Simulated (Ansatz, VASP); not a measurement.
# Ca2Hg3Br2 in VASP and in Ansatz

```
Ca Br Hg
1.0
    -4.69661    4.69661    4.69661
     4.69661   -4.69661    4.69661
     4.69661    4.69661   -4.69661
Ca Br Hg
4 4 6
Direct
  0.54800 0.54800 0.54800
  0.50000 0.00000 0.95200
  0.95200 0.50000 0.00000
  0.00000 0.95200 0.50000
  0.04000 0.04000 0.04000
  0.50000 0.00000 0.46000
  0.46000 0.50000 0.00000
  0.00000 0.46000 0.50000
  0.25000 0.55400 0.30400
  0.75000 0.94600 0.19600
  0.30400 0.25000 0.55400
  0.19600 0.75000 0.94600
  0.55400 0.30400 0.25000
  0.94600 0.19600 0.75000
```

Alike in both runs: task single point; functional PBE; k mesh 5 × 5 × 5; no spin polarisation.

```csv
,VASP,Ansatz
version,VASP 6.6.1,Ansatz 0.2.0
potentials or method,"VASP PAW PBE potentials, release 64 (Ca_sv, Br, Hg), cutoff 520 eV",PAW plane waves
occupations,"fermi-dirac, width 0.1 eV",fermi-dirac
valence electrons in the cell,140,188
```

```tsv
	VASP	Ansatz	Ansatz less VASP
pressure (GPa)	12.0	11.8	-0.20
rms of the force components (eV/Å)	1.251	1.228	-0.0229
```

Atom by atom the forces differ by 0.023 eV/Å (rms over components). VASP's potentials hold 140 valence electrons a cell and Ansatz's 188, so a difference there can come from the potentials and not from the codes.

Spin-orbit coupling is off throughout.
